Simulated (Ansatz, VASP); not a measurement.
## CF2 in VASP and in Ansatz

```
C F
1.0
    15.00000    0.00000    0.00000
     0.00000   15.50000    0.00000
     0.00000    0.00000   16.00000
C F
1 2
Direct
  0.49944 0.49939 0.46645
  0.56971 0.50138 0.51573
  0.43085 0.49923 0.51782
```

Alike in both runs: functional PBE; dispersion D3(BJ); k mesh 1 × 1 × 1; occupations gaussian, width 0.005 eV; no spin polarisation.

Ansatz relaxed the structure, and its values are those at the end. VASP's run is a single point on that final structure, the one shown.

|  | VASP | Ansatz |
| --- | --- | --- |
| version | VASP 6.6.1 | Ansatz 0.2.0 |
| potentials or method | VASP PAW PBE potentials, release 64 (C, F), cutoff 520 eV | scalar-relativistic, plane waves, PAW |
| valence electrons in the cell | 18 | 18 |

```csv
,VASP,Ansatz,Ansatz less VASP
gap on the k mesh at the Fermi level (eV),3.59,3.60,+0.014
rms of the force components (eV/Å),0.307,0.001,-0.3067
```

One of these differences is far larger than is usual between the two programs; its cause wasn't traced.
